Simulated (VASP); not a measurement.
Input of a VASP 6.6.1 run:

The input INCAR:

```
ALGO = Normal
EDIFF = 1E-6
ENCUT = 520
GGA = PE
ISIF = 2
ISMEAR = 0
LASPH = T
LCHARG = T
LELF = T
LREAL = F
LVHAR = T
LWAVE = F
NBANDS = 24
NELM = 100
PREC = Accurate
SIGMA = 0.15
```

The input KPOINTS:

```
k-points
0
Gamma
  20 20 14
```

File POSCAR:

```
TiC
1.0
    0.0000000000     -2.1664615256     -2.1664615256
    0.0000000000      2.1664615256     -2.1664615256
    4.3329230512      0.0000000000      0.0000000000
Ti C
2 2
Direct
    0.5605826591      0.4394173409      0.5000000000
    0.9394173409      1.0605826591      0.0000000000
    0.4899361171      0.5100638829      0.0000000000
    0.0100638829     -0.0100638829      0.5000000000
```

Potentials or basis: VASP PAW PBE potentials, release 64 (Ti_sv, C).

Command:

```bash
$ cat potpaw_PBE.64/Ti_sv/POTCAR potpaw_PBE.64/C/POTCAR > POTCAR
$ mpirun -np 1 vasp_std > vasp.out
```

**Question.** Estimate the band gap on the k mesh.

**Answer.** Zero (bands 16 and 17 overlap by 1.14 eV).

**Question.** Estimate the pressure.

**Answer.** 10.1 GPa.

**Question.** What does it give for the largest force?

**Answer.** 4.322 eV/Å.

Stress tensor (GPa, compression positive):
```
15.22  0.00  0.00
 0.00 18.00  0.00
 0.00  0.00 -3.01
```

Caveat: the cell differs from its parent crystal (atoms displaced along a vibrational mode); the cell stands under pressure; forces of over 1 eV/Å act on the atoms, so gaps and moduli don't describe the material at rest.
